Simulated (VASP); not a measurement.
Set up this calculation in VASP 6.6.1, as the native input.

- Task: single point
- Functional: PBE
- Potentials or basis: VASP PAW PBE potentials, release 64 (Ba_sv, Ti_sv, O)
- Cutoff: 520 eV
- k mesh: 8 × 8 × 8
- Occupations: fermi-dirac, width 0.02 eV
- Spin: no spin polarisation
- Dipole correction: no
- Further INCAR settings: ALGO = Normal; EDIFF = 1e-06; NBANDS = 28

The structure of BaTiO3 lies in POSCAR:

```
BaTiO3
1.0
    3.9998000000      0.0000000000      0.0000000000
    0.0000000000      3.9998000000      0.0000000000
    0.0000000000      0.0000000000      4.0581800000
Ba Ti O
1 1 3
Direct
    0.0000000000      0.0000000000     -0.0050229698
    0.5000000000      0.5000000000      0.4790406481
    0.5000000000      0.5000000000      0.0260762345
    0.5000000000      0.0000000000      0.5139530437
    0.0000000000      0.5000000000      0.5139530437
```

This cell differs from its parent crystal: z stretched by +1 %, then relaxed in part.

One way to write it, as run:

INCAR

```
PREC = Accurate
ENCUT = 520
EDIFF = 1E-6
ISMEAR = -1
SIGMA = 0.02
LREAL = F
LASPH = T
NELM = 80
ALGO = Normal
ISIF = 2
LWAVE = F
LCHARG = F
GGA = PE
NBANDS = 28
```

KPOINTS

```
Automatic mesh
0
Gamma
  8 8 8
```

Potentials or basis: VASP PAW PBE potentials, release 64 (Ba_sv, Ti_sv, O).

Launch:

```console
$ cat potpaw_PBE.64/Ba_sv/POTCAR potpaw_PBE.64/Ti_sv/POTCAR potpaw_PBE.64/O/POTCAR > POTCAR
$ mpirun -np 1 vasp_std > vasp.out
```

It gave:

The pressure is 3.8 GPa, the largest force is 0.071 eV/Å and the band gap on the k mesh is 1.79 eV (least direct gap 2.20 eV).

Caveat: the cell differs from its parent crystal (z stretched by +1 %, then relaxed in part); the cell stands under pressure; spin-orbit coupling is left out, which moves the levels of the heavy elements.

Wall time 110 s on 1 thread of Intel(R) Xeon(R) Platinum 8259CL CPU @ 2.50GHz (Skylake/Cascade Lake), with other jobs on the host, peak memory 0.27 GiB.
